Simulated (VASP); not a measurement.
The system is CdF2.

```
Cd F
1.0
     0.00000    2.74684    2.74684
     2.74684    0.00000    2.74684
     2.74684    2.74684    0.00000
Cd F
1 2
Direct
  0.00000 0.00000 0.00000
  0.75000 0.75000 0.75000
  0.25000 0.25000 0.25000
```

Program: VASP 6.6.1. Alike in all runs: task single point; no spin polarisation; cell as given; k mesh 9 × 9 × 9; cutoff (eV) 520; smearing fermi-dirac 0.05 eV.

Problem. Order these runs on this cell by their band gap on the k mesh, lowest first.
A. level PBE; potentials or basis VASP PAW PBE potentials, release 64 (Cd, F)
B. level r2SCAN; potentials or basis VASP PAW PBE potentials, release 64 (Cd, F)
C. level LDA; potentials or basis VASP PAW LDA potentials, release 64 (Cd, F)

Solution. C (2.62 eV), A (2.89 eV), B (3.57 eV).

A k mesh can miss the band edges.
